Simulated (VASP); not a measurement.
Crystal: GaN.

```
CELL_PARAMETERS angstrom
3.18000 0.00000 0.00000
-1.59000 2.75396 0.00000
0.00000 0.00000 5.16600
ATOMIC_POSITIONS crystal
Ga 0.66667 0.33333 0.50000
Ga 0.33333 0.66667 0.00000
N 0.66667 0.33333 0.87500
N 0.33333 0.66667 0.37500
```

Base run:

- Program: VASP 6.6.1
- Functional: PBEsol-based global hybrid with 25 % exact exchange
- Potentials or basis: VASP PAW PBE potentials, release 64 (Ga_d, N)
- Cutoff: 520 eV
- k mesh: 6 × 6 × 3
- Occupations: fermi-dirac, width 0.05 eV
- Spin: no spin polarisation

Its results: band gap on the k mesh 3.93 eV; pressure -3.7 GPa; largest force 0.150 eV/Å.

Task: The run is repeated on the same cell with these changes: functional from PBEsol-based global hybrid with 25 % exact exchange to r2SCAN-based global hybrid with 15 % exact exchange; share of exact exchange from 0.25 to 0.15. What comes out?

Result: Band gap on the k mesh 3.49 eV; pressure -0.2 GPa; largest force 0.147 eV/Å.

Caveats: the PAW data sets were made with another functional, which shifts forces and pressure a little; the cell stands under tension (at least some runs).

